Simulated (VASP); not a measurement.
A run of VASP 6.6.1 is set up as follows.

Contents of INCAR:

```
ALGO = Normal ; EDIFF = 1E-7
ENCUT = 520 ; GGA = PS
ISIF = 2 ; ISMEAR = -1
ISPIN = 2 ; LASPH = True
LCHARG = False ; LMAXMIX = 4
LORBIT = 11 ; LREAL = False
LWAVE = False ; MAGMOM = 0 1
NBANDS = 18 ; NELM = 150
PREC = Accurate ; SIGMA = 0.1
```

KPOINTS

```
k-points
0
Gamma
  11 11 11
```

File POSCAR:

```
AlNi
1.0
    2.8810000000      0.0000000000      0.0000000000
    0.0000000000      2.8810000000      0.0000000000
    0.0000000000      0.0000000000      2.8810000000
Al Ni
1 1
Direct
    0.0000000000      0.0000000000     -0.0086775425
    0.5000000000      0.5000000000      0.5000000000
```

Potentials or basis: VASP PAW PBE potentials, release 64 (Al, Ni).

Launch:

```console
$ cat potpaw_PBE.64/Al/POTCAR potpaw_PBE.64/Ni/POTCAR > POTCAR
$ mpirun -np 1 vasp_std > vasp.out
```

Task: Predict the pressure.

Result: -2.9 GPa.

Task: What does it give for the net moment?

Result: 0.00 μB per cell.

Task: Estimate the largest force.

Result: 0.145 eV/Å.

Forces on the atoms (eV/Å):
```
Al   0.000  0.000  0.145
Ni   0.000  0.000 -0.145
```

Caveat: the PAW data sets were made with another functional, which shifts forces and pressure a little.
